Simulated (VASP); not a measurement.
A run of VASP 6.6.1:

Contents of INCAR:

```
PREC = Accurate
ENCUT = 600
EDIFF = 1E-8
ISMEAR = 0
SIGMA = 0.01
LREAL = False
LASPH = True
NELM = 100
ALGO = Normal
ISIF = 3
LWAVE = False
LCHARG = False
NBANDS = 16
IBRION = 6
NFREE = 2
POTIM = 0.015
NSW = 1
```

Contents of KPOINTS:

```
regular mesh
0
Gamma
  9 9 9
```

Contents of POSCAR:

```
GaN
1.0
    0.0000000000      2.2535006075      2.2535006075
    2.2535006075      0.0000000000      2.2535006075
    2.2535006075      2.2535006075      0.0000000000
Ga N
1 1
Direct
    0.0000000000      0.0000000000      0.0000000000
    0.2500000000      0.2500000000      0.2500000000
```

Potentials or basis: VASP PAW LDA potentials, release 64 (Ga_d, N).

Launch:

```console
$ cat potpaw_LDA.64/Ga_d/POTCAR potpaw_LDA.64/N/POTCAR > POTCAR
$ mpirun -np 1 vasp_std > vasp.out
```

Hardware: 1 thread of Intel(R) Xeon(R) 6975P-C (Granite Rapids), with other jobs on the host.

How long does it take, and how much memory?

It took 5.4 min on 1 thread of Intel(R) Xeon(R) 6975P-C (Granite Rapids) (shared host), peak memory 0.28 GiB. Counts: scf iterations 167, k points 35.
